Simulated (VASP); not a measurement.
# K (P6_3/mmc) in VASP: notebook, part 2 of 2

VASP 6.6.1. The steps go on from the part before.

## Step 3: Single point, r2SCAN

This run uses another cell than the first one, of 76.51 Å³/atom.

File POSCAR:

```
K
1.0
    4.7650716694      0.0000000000      0.0000000000
   -2.3825358347      4.1266731166      0.0000000000
    0.0000000000      0.0000000000     15.5625820360
K
4
Direct
    0.0000000000      0.0000000000      0.0000000000
    0.0000000000      0.0000000000      0.5000000000
    0.3333333333      0.6666666667      0.2500000000
    0.6666666667      0.3333333333      0.7500000000
```

File INCAR.step1:

```
SYSTEM = K
PREC = Accurate ; ENCUT = 520
ISMEAR = -1 ; SIGMA = 0.1
LREAL = .FALSE. ; LASPH = .TRUE.
NELM = 100 ; NBANDS = 26
GGA = PE ; ALGO = Normal
EDIFF = 1E-4 ; LWAVE = .TRUE.
LCHARG = .FALSE.
```

File INCAR.step2:

```
SYSTEM = K
PREC = Accurate ; ENCUT = 520
EDIFF = 1E-6 ; ISMEAR = -1
SIGMA = 0.1 ; LREAL = .FALSE.
LASPH = .TRUE. ; NELM = 100
ALGO = Normal ; ISIF = 2
LWAVE = .FALSE. ; LCHARG = .TRUE.
METAGGA = R2SCAN ; LMIXTAU = .TRUE.
LELF = .TRUE. ; LVHAR = .TRUE.
NBANDS = 26 ; ISTART = 1
```

File KPOINTS:

```
regular mesh
0
G
  8 8 2
  0 0 0
```

Potentials or basis: VASP PAW PBE potentials, release 64 (K_sv).

On the command line:

```sh
$ cat potpaw_PBE.64/K_sv/POTCAR > POTCAR
$ cp INCAR.step1 INCAR
$ mpirun -np 1 vasp_std > vasp.out
$ cp INCAR.step2 INCAR
$ mpirun -np 1 vasp_std > vasp.out
```

OUTCAR:

```text
SYSTEM = K
   PREC = Accurate
   ENCUT = 520
   EDIFF = 1E-6
   ISMEAR = -1
   LREAL = .FALSE.
   LASPH = .TRUE.
   NELM = 100
   ISIF = 2
   METAGGA = R2SCAN
   ISTART = 1

 ion  position               nearest neighbor table
   1  0.000  0.000  0.000-
   2  0.000  0.000  0.500-
   3  0.333  0.667  0.250-
   4  0.667  0.333  0.750-

  LATTYP: Found a hexagonal cell.
 ALAT       =     4.7650716694
 C/A-ratio  =     3.2659701922

  Lattice vectors:

 A1 = (   4.7650716694,   0.0000000000,   0.0000000000)
 A2 = (  -2.3825358347,   4.1266731166,   0.0000000000)
 A3 = (   0.0000000000,   0.0000000000,  15.5625820360)

Analysis of symmetry for initial positions (statically):
=====================================================================
 Subroutine PRICEL returns:
 Original cell was already a primitive cell.

 Routine SETGRP: Setting up the symmetry group for a
 hexagonal supercell.

 Subroutine GETGRP returns: Found 24 space group operations
 (whereof 12 operations were pure point group operations)
 out of a pool of 24 trial point group operations.

The static configuration has the point symmetry D_3d.
 The point group associated with its full space group is D_6h.

Analysis of symmetry for dynamics (positions and initial velocities):
=====================================================================
 Subroutine PRICEL returns:
 Original cell was already a primitive cell.

 Routine SETGRP: Setting up the symmetry group for a
 hexagonal supercell.

 Subroutine GETGRP returns: Found 24 space group operations
 (whereof 12 operations were pure point group operations)
 out of a pool of 24 trial point group operations.

The dynamic configuration has the point symmetry D_3d.
[... 112 lines left out ...]
   EMIN   =  10.00;   EMAX   =-10.00  energy-range for DOS
   EFERMI =   0.00;   METHOD = LEGACY
   ISMEAR =    -1;   SIGMA  =   0.10  broadening in eV -4-tet -1-fermi 0-gaus
   EFERMI_NEDOS =   21; number of points for ismear=-14 and -15
   IALGO  =     38    algorithm
   IMIX   =      4    mixing-type and parameters
     AMIX     =   0.40;   BMIX     =  1.00
     AMIX_MAG =   1.60;   BMIX_MAG =  1.00
  volume/ion in A,a.u.               =      76.51       516.28
  Fermi-wavevector in a.u.,A,eV,Ry     =   0.802156  1.515854  8.754717  0.643454
  Thomas-Fermi vector in A             =   1.909779
   LORBIT       =      0    0 simple, 1 ext, 2 COOP (PROOUT), +10 PAW based schemes
   METAGGA = R2SCAN    functional components
   LHFCALC =     F    Hartree Fock is set to
   AEXX    =    0.0000 exact exchange contribution
   IVDW    =     0    specifies the selected vdW correction
   LEPSILON=     F    determine dielectric tensor
   LRPA    =     F    only Hartree local field effects (RPA)
 non-spin polarized calculation
  energy-cutoff  :      520.00
  volume of cell :      306.02
 maximum number of plane-waves:      8270
 NGX is ok and might be reduce to    36
   NGX = 17   NGY = 17   NGZ = 57

 number of electron      36.0000004 magnetization

 Free energy of the ion-electron system (eV)
  ---------------------------------------------------
  ext. energy  EPLUGINS =         0.00000000
  ---------------------------------------------------
  free energy    TOTEN  =       -24.09837273 eV

  energy without entropy =      -24.00394222  energy(sigma->0) =      -24.05115748

 E-fermi :  -0.1825     XC(G=0):  -5.8110

 val. band max:       -0.2165780752   @ k =   0.3750   0.1250   0.5000
 cond. band min:       0.0405999164   @ k =   0.5000  -0.0000   0.0000
 fundamental gap:      0.2571779916
 Fermi energy:        -0.1825153253

 k-point     1 :       0.0000    0.0000    0.0000
  band No.  band energies     occupation
      1     -33.8272      2.00000
      2     -33.8257      2.00000
      3     -33.8254      2.00000
      4     -33.8239      2.00000
      5     -16.5611      2.00000
      6     -16.5317      2.00000
[... 569 lines left out ...]
     25       1.9244      0.00000
     26       1.9244      0.00000

------------------------ aborting loop because EDIFF is reached ----------------------------------------

  FORCE on cell =-STRESS in cart. coord.  units (eV):
  Direction    XX          YY          ZZ          XY          YZ          ZX
  --------------------------------------------------------------------------------------
  -------------------------------------------------------------------------------------
  Total        0.0166791      0.0166791      0.0147769      0.0000000     -0.0000000      0.0000000
  in kB        0.0873238      0.0873238      0.0773646      0.0000000     -0.0000000      0.0000000
  external PRESSURE =       0.0840041 kB  Pullay stress =       0.0000000 kB

 VOLUME and BASIS-vectors are now :
 -----------------------------------------------------------------------------
  energy-cutoff  :      520.00
  volume of cell :      306.02
      direct lattice vectors                 reciprocal lattice vectors
     4.765071669  0.000000000  0.000000000     0.209860432  0.121162977  0.000000000
    -2.382535835  4.126673117  0.000000000     0.000000000  0.242325954  0.000000000
     0.000000000  0.000000000 15.562582036     0.000000000  0.000000000  0.064256689

 POSITION                                       TOTAL-FORCE (eV/Angst)
 -----------------------------------------------------------------------------------
      0.00000      0.00000      0.00000        -0.000000     -0.000000     -0.000000
      0.00000      0.00000      7.78129        -0.000000     -0.000000     -0.000000
     -0.00000      2.75112      3.89065        -0.000000      0.000000      0.000000
      2.38254      1.37556     11.67194         0.000000     -0.000000     -0.000000
 -----------------------------------------------------------------------------------
    total drift:                               -0.000000      0.000000      0.000000

  FREE ENERGIE OF THE ION-ELECTRON SYSTEM (eV)
  ---------------------------------------------------
  free  energy   TOTEN  =       -24.0983727341 eV

  energy  without entropy=      -24.0039422205  energy(sigma->0) =      -24.05115748
```

OUTCAR.step1:

```text
SYSTEM = K
   PREC = Accurate
   ENCUT = 520
   ISMEAR = -1
   LREAL = .FALSE.
   LASPH = .TRUE.
[... 804 lines left out ...]
      0.00000      0.00000      7.78129         0.000000      0.000000      0.000000
     -0.00000      2.75112      3.89065        -0.000000     -0.000000     -0.000000
      2.38254      1.37556     11.67194         0.000000      0.000000     -0.000000
 -----------------------------------------------------------------------------------
    total drift:                               -0.000000      0.000000      0.000000

  FREE ENERGIE OF THE ION-ELECTRON SYSTEM (eV)
  ---------------------------------------------------
  free  energy   TOTEN  =        -4.2428311919 eV

  energy  without entropy=       -4.1417794871  energy(sigma->0) =       -4.19230534
```

It took 16 min on 1 thread of Oxide Virtual Turin-like, shared host; peak memory 0.43 GiB.

What came out:

| Quantity | Value |
| --- | --- |
| Free energy | -24.0984 eV |
| Pressure | 0.0 GPa |
| Band gap on the k mesh | zero (bands 18 and 19 overlap by 2.19 eV) |

Caveat: the PAW data sets were made with another functional, which shifts forces and pressure a little.
